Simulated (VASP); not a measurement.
A run of VASP 6.6.1:

Contents of INCAR:

```
SYSTEM = Co
  ALGO = Normal
  EDIFF = 1E-6
  ENCUT = 520
  GGA = PE
  ISIF = 2
  ISMEAR = 0
  ISPIN = 2
  LASPH = .True.
  LCHARG = .False.
  LMAXMIX = 4
  LORBIT = 11
  LREAL = .False.
  LWAVE = .False.
  MAGMOM = 2 2 2 2
  NBANDS = 30
  NELM = 150
  PREC = Accurate
  SIGMA = 0.028000000000000004
```

KPOINTS

```
k-points
0
Gamma
  12 12 4
  0 0 0
```

File POSCAR:

```
Co
1.0
    2.4705617809      0.0000000000      0.0000000000
   -1.2352808905      2.1395692639      0.0000000000
    0.0000000000      0.0000000000      8.0882338000
Co
4
Direct
    0.6666666667      0.3333333333      0.7500000000
    0.0000000000      0.0000000000      0.5000000000
    0.3333333333      0.6666666667      0.2500000000
    0.0000000000      0.0000000000      0.0000000000
```

Potentials or basis: VASP PAW PBE potentials, release 64 (Co).

Launch:

```bash
$ cat potpaw_PBE.64/Co/POTCAR > POTCAR
$ mpirun -np 1 vasp_std > vasp.out
```

Hardware: 1 thread of AMD EPYC 7R43 64-Core Processor (Zen 3) (shared host).

**Question.** How long does it take, and how much memory?

**Answer.** It took 4.7 min on 1 thread of AMD EPYC 7R43 64-Core Processor (Zen 3) (shared host), peak memory 0.19 GiB. Counts: scf iterations 17, k points 57.
